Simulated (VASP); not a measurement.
Here is a VASP 6.6.1 calculation.

The input INCAR:

```
ALGO = Normal
EDIFF = 1E-6
ENCUT = 520
GGA = CA
ISIF = 2
ISMEAR = -1
ISPIN = 2
LASPH = T
LCHARG = F
LMAXMIX = 4
LORBIT = 11
LREAL = F
LWAVE = F
MAGMOM = 0.28 0.26
NBANDS = 22
NELM = 150
NUPDOWN = 0.6
PREC = Accurate
SIGMA = 0.1
```

The input KPOINTS:

```
k-points
0
Gamma
  5 5 5
```

The input POSCAR:

```
TiNi
1.0
    2.9880660000      0.0000000000      0.0000000000
    0.0000000000      2.9880660000      0.0000000000
    0.0000000000      0.0000000000      2.9880660000
Ti Ni
1 1
Direct
    0.5000000000      0.5000000000      0.5000000000
    0.0000000000      0.0000000000      0.0000000000
```

Potentials or basis: VASP PAW LDA potentials, release 64 (Ti_sv, Ni).

Command:

```sh
$ cat potpaw_LDA.64/Ti_sv/POTCAR potpaw_LDA.64/Ni/POTCAR > POTCAR
$ mpirun -np 1 vasp_std > vasp.out
```

(1) What does it give for the pressure?

## Answers

(1) -7.8 GPa.

Caveat: the k points lie up to 0.42 Å⁻¹ apart; the total moment is fixed, so each spin has its own Fermi level.
